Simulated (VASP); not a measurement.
# Ir2O (I4_1/amd) in VASP: notebook

Ir2O is run at these levels: PBE; tasks: single point.

Everything below comes from runs of VASP 6.6.1. Logs are shortened: lines on timing, memory, paths and dates and some standing lists are left out, and cuts for length are marked.

### Step 1. The cell of the first run

The structure is tetragonal, space group I4_1/amd (No. 141). Conventional cell: a = 3.852 Å, b = 3.852 Å, c = 9.682 Å, α = 90.00°, β = 90.00°, γ = 90.00°. Within 2.6 Å of Ir (site symmetry 2mm) lie 3 O at 1.97 to 2.00 Å and 2 Ir at 2.49 Å. O (site symmetry -4m2) has 6 Ir at 1.97 to 2.00 Å within 2.6 Å.

### Step 2. Single point, PBE, collinear spin

The input, INCAR:

```
  PREC = Accurate
  ENCUT = 520
  EDIFF = 1E-7
  ISMEAR = 0
  SIGMA = 0.1
  LREAL = False
  LASPH = True
  NELM = 150
  ALGO = Normal
  ISIF = 2
  LWAVE = False
  LCHARG = True
  ISPIN = 2
  MAGMOM = 1 1 1 1 0 0
  LORBIT = 11
  LMAXMIX = 4
  GGA = PE
  LELF = True
  LVHAR = True
  NBANDS = 37
```

The input, KPOINTS:

```
Automatic mesh
0
Gamma
  6 6 6
```

The input, POSCAR:

```
Ir2O
1.0
   -1.9259693463      1.9259693463      4.8411287612
    1.9259693463     -1.9259693463      4.8411287612
    1.9259693463      1.9259693463     -4.8411287612
Ir O
4 2
Direct
    0.2066000000      0.2066000000      0.0000000000
    0.9566000000      0.4566000000      0.5000000000
    0.5434000000      0.0434000000      0.5000000000
    0.7934000000      0.7934000000      0.0000000000
    0.0000000000      0.0000000000      0.0000000000
    0.7500000000      0.2500000000      0.5000000000
```

Potentials or basis: VASP PAW PBE potentials, release 64 (Ir, O).

Started as:

```bash
$ cat potpaw_PBE.64/Ir/POTCAR potpaw_PBE.64/O/POTCAR > POTCAR
$ mpirun -np 1 vasp_std > vasp.out
```

OUTCAR:

```text
PREC = Accurate
   ENCUT = 520
   EDIFF = 1E-7
   ISMEAR = 0
   LREAL = False
   LASPH = True
   NELM = 150
   ISIF = 2
   ISPIN = 2
   LORBIT = 11
   GGA = PE

 ion  position               nearest neighbor table
   1  0.207  0.207  0.000-   6 1.97   6 1.97   5 2.00   3 2.49   3 2.49   4 2.85   4 2.85   4 2.85
                             4 2.85   2 3.09   2 3.09   2 3.09   2 3.09
   2  0.957  0.457  0.500-   5 1.97   5 1.97   6 2.00   4 2.49   4 2.49   3 2.85   3 2.85   3 2.85
                             3 2.85   1 3.09   1 3.09   1 3.09   1 3.09
   3  0.543  0.043  0.500-   5 1.97   5 1.97   6 2.00   1 2.49   1 2.49   2 2.85   2 2.85   2 2.85
                             2 2.85   4 3.09   4 3.09   4 3.09   4 3.09
   4  0.793  0.793  0.000-   6 1.97   6 1.97   5 2.00   2 2.49   2 2.49   1 2.85   1 2.85   1 2.85
                             1 2.85   3 3.09   3 3.09   3 3.09   3 3.09
   5  0.000  0.000  0.000-   3 1.97   2 1.97   3 1.97   2 1.97   1 2.00   4 2.00
   6  0.750  0.250  0.500-   4 1.97   1 1.97   4 1.97   1 1.97   2 2.00   3 2.00

  LATTYP: Found a body centered tetragonal cell.
 ALAT       =     3.8519386926
 C/A-ratio  =     2.5136063409

  Lattice vectors:

 A1 = (  -1.9259693463,   1.9259693463,   4.8411287612)
 A2 = (   1.9259693463,  -1.9259693463,   4.8411287612)
 A3 = (   1.9259693463,   1.9259693463,  -4.8411287612)

Analysis of symmetry for initial positions (statically):
=====================================================================
 Subroutine PRICEL returns:
 Original cell was already a primitive cell.

 Routine SETGRP: Setting up the symmetry group for a
 body centered tetragonal supercell.

 Subroutine GETGRP returns: Found 16 space group operations
 (whereof  8 operations were pure point group operations)
 out of a pool of 16 trial point group operations.

The static configuration has the point symmetry D_2d.
 The point group associated with its full space group is D_4h.

Analysis of symmetry for dynamics (positions and initial velocities):
=====================================================================
 Subroutine PRICEL returns:
 Original cell was already a primitive cell.

 Routine SETGRP: Setting up the symmetry group for a
 body centered tetragonal supercell.

 Subroutine GETGRP returns: Found 16 space group operations
 (whereof  8 operations were pure point group operations)
 out of a pool of 16 trial point group operations.

The dynamic configuration has the point symmetry D_2d.
 The point group associated with its full space group is D_4h.

Analysis of structural, dynamic, and magnetic symmetry:
=====================================================================
 Subroutine PRICEL returns:
 Original cell was already a primitive cell.

 Routine SETGRP: Setting up the symmetry group for a
 body centered tetragonal supercell.

 Subroutine GETGRP returns: Found 16 space group operations
 (whereof  8 operations were pure point group operations)
 out of a pool of 16 trial point group operations.

The overall configuration has the point symmetry D_2d.
 The point group associated with its full space group is D_4h.

 Subroutine INISYM returns: Found 16 space group operations
 (whereof  8 operations are pure point group operations),
 and found     1 'primitive' translations

----------------------------------------------------------------------------------------

                                     Primitive cell

  volume of cell :      71.8299

  direct lattice vectors                    reciprocal lattice vectors
    -1.925969346  1.925969346  4.841128761     0.000000000  0.259609532  0.103281698
     1.925969346 -1.925969346  4.841128761     0.259609532  0.000000000  0.103281698
     1.925969346  1.925969346 -4.841128761     0.259609532  0.259609532  0.000000000

  length of vectors
     5.554749637  5.554749637  5.554749637     0.279399746  0.279399746  0.367143321

  position of ions in fractional coordinates (direct lattice)
     0.206600000  0.206600000  0.000000000
     0.956600000  0.456600000  0.500000000
     0.543400000  0.043400000  0.500000000
     0.793400000  0.793400000  0.000000000
     0.000000000  0.000000000  0.000000000
     0.750000000  0.250000000  0.500000000

  ion indices of the primitive-cell ions
   primitive index   ion index
                 1           1
                 2           2
                 3           3
[... 59 lines left out ...]
   total plane-waves  NPLWV =  74088
   dimension x,y,z NGX =    42 NGY =   42 NGZ =   42
   dimension x,y,z NGXF=    84 NGYF=   84 NGZF=   84
   ions per type =               4   2
   NGX,Y,Z   is equivalent  to a cutoff of  12.57, 12.57, 12.57 a.u.
   NGXF,Y,Z  is equivalent  to a cutoff of  25.14, 25.14, 25.14 a.u.
 SYSTEM =  unknown system
   PREC   = accura    normal or accurate (medium, high low for compatibility)
   ISTART =      0    job   : 0-new  1-cont  2-samecut
   ICHARG =      2    charge: 1-file 2-atom 10-const
   ISPIN  =      2    spin polarized calculation?
   LNONCOLLINEAR =      F non collinear calculations
   LSORBIT =      F    spin-orbit coupling
   LASPH  =      T    aspherical Exc in radial PAW
   ENCUT  =  520.0 eV  38.22 Ry    6.18 a.u.  10.33 10.33 10.33*2*pi/ulx,y,z
   NELM   =    150;   NELMIN=  2; NELMDL= -5     # of ELM steps
   EDIFF  = 0.1E-06   stopping-criterion for ELM
   LREAL  =      F    real-space projection
   EDIFFG = 0.1E-05   stopping-criterion for IOM
   NSW    =      0    number of steps for IOM
   IBRION =     -1    ionic relax: 0-MD 1-quasi-New 2-CG
   NFREE  =      0    steps in history (QN), initial steepest desc. (CG)
   ISIF   =      2    stress and relaxation
   ISYM   =      2    0-nonsym 1-usesym 2-fastsym
   POTIM  = 0.5000    time-step for ionic-motion
   TEBEG  =    0.0;   TEEND  =   0.0 temperature during run
   PSTRESS=    0.0 pullay stress
   NELECT =      48.0000    total number of electrons
   NUPDOWN=      -1.0000    fix difference up-down
   EMIN   =  10.00;   EMAX   =-10.00  energy-range for DOS
   EFERMI =   0.00;   METHOD = LEGACY
   ISMEAR =     0;   SIGMA  =   0.10  broadening in eV -4-tet -1-fermi 0-gaus
   EFERMI_NEDOS =   21; number of points for ismear=-14 and -15
   IALGO  =     38    algorithm
   IMIX   =      4    mixing-type and parameters
     AMIX     =   0.40;   BMIX     =  1.00
     AMIX_MAG =   1.60;   BMIX_MAG =  1.00
  volume/ion in A,a.u.               =      11.97        80.79
  Fermi-wavevector in a.u.,A,eV,Ry     =   1.431265  2.704699 27.871809  2.048520
  Thomas-Fermi vector in A             =   2.551021
   LORBIT       =     11    0 simple, 1 ext, 2 COOP (PROOUT), +10 PAW based schemes
   GGA     = PE    functional components
   LHFCALC =     F    Hartree Fock is set to
   AEXX    =    0.0000 exact exchange contribution
   IVDW    =     0    specifies the selected vdW correction
   LEPSILON=     F    determine dielectric tensor
   LRPA    =     F    only Hartree local field effects (RPA)
 spin polarized calculation
 Gauss-broadening in eV      SIGMA  =   0.10
  energy-cutoff  :      520.00
  volume of cell :       71.83
 maximum number of plane-waves:      1947
 NGX is ok and might be reduce to    42
   NGX = 21   NGY = 21   NGZ = 21

 number of electron      47.9999999 magnetization       0.0008635

 number of electron      47.9999999 magnetization      -0.0001787

 Free energy of the ion-electron system (eV)
  ---------------------------------------------------
  ext. energy  EPLUGINS =         0.00000000
  ---------------------------------------------------
  free energy    TOTEN  =       -32.72117922 eV

  energy without entropy =      -32.69586819  energy(sigma->0) =      -32.70852370

 E-fermi :   9.9937     XC(G=0): -13.3280

 val. band max:        9.9574952632   @ k =  -0.3333   0.3333   0.3333
 cond. band min:      10.0036481447   @ k =  -0.3333   0.5000   0.3333
 fundamental gap:      0.0461528815
 Fermi energy:         9.9936785318

 spin component 1

 k-point     1 :       0.0000    0.0000    0.0000
  band No.  band energies     occupation
      1     -15.3359      1.00000
      2     -14.9539      1.00000
      3      -2.0106      1.00000
      4      -1.1762      1.00000
      5      -0.2072      1.00000
      6      -0.2072      1.00000
[... 925 lines left out ...]
     35      19.3701      0.00000
     36      20.2301      0.00000

 [... further k-points ...]

 spin component 2

 k-point     1 :       0.0000    0.0000    0.0000
  band No.  band energies     occupation
      1     -15.3360      1.00000
      2     -14.9539      1.00000
      3      -2.0106      1.00000
      4      -1.1763      1.00000
      5      -0.2072      1.00000
      6      -0.2072      1.00000
[... 925 lines left out ...]
     35      19.3701      0.00000
     36      20.2301      0.00000

 [... further k-points ...]

 [bands above 36 left out]

------------------------ aborting loop because EDIFF is reached ----------------------------------------

  FORCE on cell =-STRESS in cart. coord.  units (eV):
  Direction    XX          YY          ZZ          XY          YZ          ZX
  --------------------------------------------------------------------------------------
  -------------------------------------------------------------------------------------
  Total       30.3586591     30.3586591     43.1873380      0.0000000      0.0000000     -0.0000000
  in kB      677.1545502    677.1545502    963.3002021      0.0000000      0.0000000     -0.0000000
  external PRESSURE =     772.5364342 kB  Pullay stress =       0.0000000 kB

 VOLUME and BASIS-vectors are now :
 -----------------------------------------------------------------------------
  energy-cutoff  :      520.00
  volume of cell :       71.83
      direct lattice vectors                 reciprocal lattice vectors
    -1.925969346  1.925969346  4.841128761     0.000000000  0.259609532  0.103281698
     1.925969346 -1.925969346  4.841128761     0.259609532  0.000000000  0.103281698
     1.925969346  1.925969346 -4.841128761     0.259609532  0.259609532  0.000000000

 POSITION                                       TOTAL-FORCE (eV/Angst)
 -----------------------------------------------------------------------------------
      0.00000      0.00000      2.00035         0.000000     -0.000000      4.371081
      0.00000      1.92597      4.42092        -0.000000      0.000000      4.371081
      0.00000      1.92597      0.42021        -0.000000      0.000000     -4.371081
      0.00000      0.00000      7.68190         0.000000     -0.000000     -4.371081
      0.00000      0.00000      0.00000        -0.000000     -0.000000      0.000000
      0.00000      1.92597      2.42056        -0.000000     -0.000000      0.000000
 -----------------------------------------------------------------------------------
    total drift:                               -0.000000     -0.000000      0.000000

  FREE ENERGIE OF THE ION-ELECTRON SYSTEM (eV)
  ---------------------------------------------------
  free  energy   TOTEN  =       -32.7211792218 eV

  energy  without entropy=      -32.6958681881  energy(sigma->0) =      -32.70852370

 total charge

# of ion       s       p       d       tot
------------------------------------------
    1        0.598   0.643   7.373   8.614
    2        0.598   0.643   7.373   8.614
    3        0.598   0.643   7.373   8.614
    4        0.598   0.643   7.373   8.614
    5        1.591   3.519   0.000   5.110
    6        1.591   3.519   0.000   5.110
--------------------------------------------------
tot          5.576   9.608  29.492  44.676

 magnetization (x)

# of ion       s       p       d       tot
------------------------------------------
    1       -0.000  -0.000  -0.000  -0.000
    2       -0.000  -0.000  -0.000  -0.000
    3       -0.000  -0.000  -0.000  -0.000
    4       -0.000  -0.000  -0.000  -0.000
    5       -0.000  -0.000   0.000  -0.000
    6       -0.000  -0.000   0.000  -0.000
--------------------------------------------------
tot         -0.000  -0.000  -0.000  -0.000
```

Run time: 13 min. Hardware: 1 thread of AMD EPYC, shared host; peak memory 0.35 GiB.

What came out:

```yaml
Free_energy: -32.7212 eV
Pressure: 77.3 GPa
Largest_force: 4.371 eV/Å
Band_gap_on_the_k_mesh: zero (filled and empty bands overlap)
Net_moment: 0.00 μB per cell
Valence_electrons_inside_the_program's_atomic_spheres: Ir 8.61; O 5.11
```

Forces in eV/Å, atoms in the order of the input:
```
Ir   0.000  0.000  4.371
Ir   0.000  0.000  4.371
Ir   0.000  0.000 -4.371
Ir   0.000  0.000 -4.371
O    0.000  0.000  0.000
O    0.000  0.000  0.000
```

Stress tensor (GPa, compression positive):
```
67.72  0.00  0.00
 0.00 67.72  0.00
 0.00  0.00 96.33
```

Caveat: the cell stands under pressure; spin-orbit coupling is left out, which moves the levels of the heavy elements; forces of over 1 eV/Å act on the atoms, so gaps and moduli don't describe the material at rest.

### Step 3. Single point, PBE

This run uses another cell than the first one, of 13.21 Å³/atom.

The input, INCAR:

```
PREC = Accurate ; ENCUT = 600
EDIFF = 1E-6 ; ISMEAR = 0
SIGMA = 0.1 ; LREAL = False
LASPH = True ; NELM = 120
ALGO = Normal ; ISIF = 2
LWAVE = False ; LCHARG = True
GGA = PE ; LELF = True
LVHAR = True ; NBANDS = 49
GGA_COMPAT = False
```

KPOINTS is that of step 2.

The input, POSCAR:

```
Ir2O
1.0
   -1.3521743646      1.3521743646     10.8393351420
    1.3521743646     -1.3521743646     10.8393351420
    1.3521743646      1.3521743646    -10.8393351420
Ir O
4 2
Direct
    0.1748623485      0.1748623485      0.0000000000
    0.9248623485      0.4248623485      0.5000000000
    0.5751376515      0.0751376515      0.5000000000
    0.8251376515      0.8251376515      0.0000000000
    0.0000000000      0.0000000000      0.0000000000
    0.7500000000      0.2500000000      0.5000000000
```

Potentials or basis: VASP PAW PBE potentials, release 64 (Ir_sv_GW, O).

Started as:

```bash
$ cat potpaw_PBE.64/Ir_sv_GW/POTCAR potpaw_PBE.64/O/POTCAR > POTCAR
$ mpirun -np 1 vasp_std > vasp.out
```

It took 33 min on 1 thread of AMD EPYC 9R45 (Zen 5), shared host; peak memory 1.3 GiB.

The run converged. Its results:

```
Free energy            : -46.4587 eV
Pressure               : -0.8 GPa
Largest force          : 0.005 eV/Å
Band gap on the k mesh : zero (bands 40 and 41 overlap by 2.17 eV)
```

Forces in eV/Å, atoms in the order of the input:
```
Ir   0.000  0.000  0.005
Ir   0.000  0.000  0.005
Ir   0.000  0.000 -0.005
Ir   0.000  0.000 -0.005
O    0.000  0.000  0.000
O    0.000  0.000  0.000
```

Stress tensor (GPa, compression positive):
```
-0.88  0.00  0.00
 0.00 -0.88  0.00
 0.00  0.00 -0.63
```

Levels at points of the mesh, in eV from the Fermi level:
```tsv
k point	band 37	band 38	band 39	band 40	band 41	band 42	band 43	band 44
(0.00, 0.00, 0.00)	-1.30	-1.30	0.23	0.26	0.76	0.79	1.03	1.03
(0.50, 0.00, 0.00)	-1.10	-0.49	-0.05	0.26	0.98	1.69	1.87	2.22
(0.50, 0.50, 0.00)	1.38	1.38	1.83	1.83	2.35	2.35	2.82	2.82
(0.50, 0.50, 0.50)	-0.28	-0.28	0.24	0.24	0.31	0.31	0.78	0.78
```

Caveat: the k points lie up to 0.39 Å⁻¹ apart, too coarse for converged energies and pressures of a metal; spin-orbit coupling is left out, which moves the levels of the heavy elements.
